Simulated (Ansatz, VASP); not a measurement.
## One calculation of Os, two programs

Contents of INCAR:

```
PREC = Accurate
ENCUT = 600
EDIFF = 1E-6
ISMEAR = -1
SIGMA = 0.04
LREAL = F
LASPH = T
NELM = 120
ALGO = Normal
ISIF = 2
LWAVE = F
LCHARG = F
GGA = PE
NBANDS = 15
GGA_COMPAT = F
```

The input KPOINTS:

```
regular mesh
0
Gamma
  7 7 4
```

File POSCAR:

```
Os
1.0
    2.7341000000      0.0000000000      0.0000000000
   -1.3670500000      2.3678000565      0.0000000000
    0.0000000000      0.0000000000      4.3197000000
Os
2
Direct
    0.6666666667      0.3333333333      0.7500000000
    0.3333333333      0.6666666667      0.2500000000
```

File input.yaml:

```yaml
crystal:
  lattice:
    - [2.7341, 0.0, 0.0]
    - [-1.36705, 2.3678000565, 0.0]
    - [0.0, 0.0, 4.3197]
  atoms:
    - { symbol: Os, position: [0.6666666667, 0.3333333333, 0.75] }
    - { symbol: Os, position: [0.3333333333, 0.6666666667, 0.25] }
kpoints:
  mp_grid: { grid: [7, 7, 4] }
scf:
  occupations: { method: fermi_dirac, width: 0.04 }
hamiltonian:
  xc: pbe
  pseudopotentials: { kind: all_electron, lapw: { basis_error: 0.003 } }
output:
  forces: true
  stress: true
  eigenvalues: true
```

Alike in both runs: task single point; functional PBE; k mesh 7 × 7 × 4; occupations fermi-dirac, width 0.04 eV; no spin polarisation.

```csv
,VASP,Ansatz
version,VASP 6.6.1,Ansatz 0.2.0
potentials or method,"VASP PAW PBE potentials, release 64 (Os), cutoff 600 eV","all-electron LAPW, scalar-relativistic"
```

Ansatz gave:

- gap on the k mesh at the Fermi level (eV): none
- pressure (GPa): 9.5
- traceless stress, the component that is largest in VASP (GPa): -5.63

What did VASP give for the same quantities?

gap on the k mesh at the Fermi level (eV): none; pressure (GPa): 9.6; traceless stress, the component that is largest in VASP (GPa): -5.68.

A gap of «none» marks a metal or a gap that the smearing closes. Ansatz ran all-electron here, and VASP with PAW potentials.

The k mesh is coarse, so the values compare programs but aren't converged. Neither program's run includes spin-orbit coupling. Noted on Ansatz's run: the k mesh is thin for a metal, which can move the energy by tens of meV per atom.
